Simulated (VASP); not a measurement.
## H7C16: single point with LDA

The system is H7C16, a slab with vacuum.

```xyz
23
Lattice="5.0487 0.0000 0.0000 2.5244 4.3723 0.0000 0.0000 0.0000 16.7764" Properties=species:S:1:pos:R:3 pbc="T T T"
H     1.2622    0.7287    1.0000
H     3.7866    0.7287    1.0000
H     2.5244    2.9149    1.0000
H     5.0487    2.9149    1.0000
H     2.4676    0.2256    5.6877
H     1.2753    2.3155    5.6804
H     3.7988    2.3248    5.9091
C     1.2622    0.7287    2.1000
C     3.7866    0.7287    2.1000
C     2.5244    2.9149    2.1000
C     5.0487    2.9149    2.1000
C     0.0000    1.4574    2.6153
C     2.5244    1.4574    2.6153
C     1.2622    3.6436    2.6153
C     3.7866    3.6436    2.6153
C    -0.0242    1.5217    4.1838
C     2.5139    1.5249    4.1395
C     1.2309    3.7318    4.2145
C     3.7510    3.6834    4.1856
C    -0.0174    0.0823    4.4944
C     2.4924    0.0737    4.6440
C     1.2452    2.2674    4.6179
C     3.7861    2.3072    4.6872
```

```json
{
 "Program": "VASP 6.6.1",
 "Task": "single point",
 "Functional": "LDA",
 "Potentials or basis": "VASP PAW LDA potentials, release 64 (H, C)",
 "Cutoff": "520 eV",
 "k mesh": "3 × 3 × 1",
 "Occupations": "fermi-dirac, width 0.02 eV",
 "Spin": "no spin polarisation",
 "Dipole correction": "no",
 "Further INCAR settings": "LREAL = Auto; ALGO = Normal; EDIFF = 1e-07; NBANDS = 52"
}
```

```
Largest force          : 3.158 eV/Å
Band gap on the k mesh : zero (an odd number of electrons rules out a gap without spin polarisation)
```

Forces on the atoms (eV/Å):
```
H   -0.014  0.037 -0.313
H   -0.001  0.049 -0.360
H   -0.034  0.069 -0.356
H    0.004  0.043 -0.471
H   -0.019 -0.430  2.042
H   -0.018 -0.417  1.682
H   -0.131 -0.225 -2.409
C   -0.003 -0.017  1.918
C   -0.004 -0.038  1.595
C   -0.034  0.049  1.711
C    0.023  0.059  1.614
C   -0.391  0.636 -1.405
C    0.203  0.657 -1.188
C   -0.371  0.665 -1.185
C   -0.025  0.021 -1.301
C    0.499  0.377  0.009
C   -0.028  0.273  0.613
C    0.848 -0.523 -1.583
C    0.486  2.046 -0.614
C   -0.444 -0.733  0.825
C   -0.062  0.668 -1.496
C    0.401 -0.537 -0.654
C   -0.883 -2.727  1.326
```

Levels at points of the mesh, in eV from the Fermi level:
| k point | band 32 | band 33 | band 34 | band 35 | band 36 | band 37 | band 38 | band 39 | band 40 | band 41 |
| --- | --- | --- | --- | --- | --- | --- | --- | --- | --- | --- |
| (0.00, 0.00, 0.00) | -2.90 | -2.48 | -1.35 | -1.18 | -0.25 | 2.02 | 2.76 | 4.06 | 4.69 | 4.80 |

Wall time 6.1 min on 1 thread of Intel Xeon 8259CL, on a shared host, peak memory 0.37 GiB.

Caveat: the k points lie up to 0.48 Å⁻¹ apart, too coarse for converged energies and pressures of a metal; there is no dipole correction, which matters where the two faces differ.
